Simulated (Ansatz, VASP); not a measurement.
## BaS: VASP beside Ansatz

```
Ba S
1.0
     0.00000    3.19375    3.19375
     3.19375    0.00000    3.19375
     3.19375    3.19375    0.00000
Ba S
1 1
Direct
  0.00000 0.00000 0.00000
  0.50000 0.50000 0.50000
```

Alike in both runs: task relaxation of cell and atoms; functional PBEsol; k mesh 7 × 7 × 7; occupations fermi-dirac, width 0.05 eV; no spin polarisation.

```csv
,VASP,Ansatz
version,VASP 6.6.1,Ansatz 0.2.0
potentials or method,"VASP PAW PBE potentials, release 64 (Ba_sv, S), cutoff 600 eV","all-electron LAPW, scalar-relativistic"
```

VASP gave:

* relaxed volume (Å³/atom): 32.20
* relaxed cell length with the largest relative difference (Å): 4.499

Question: Estimate Ansatz's values.

Answer: Relaxed volume (Å³/atom): 31.74; relaxed cell length with the largest relative difference (Å): 4.478.

VASP's potentials were made for PBE, not for PBEsol. Ansatz ran all-electron here, and VASP with PAW potentials.

Spin-orbit coupling is off throughout.
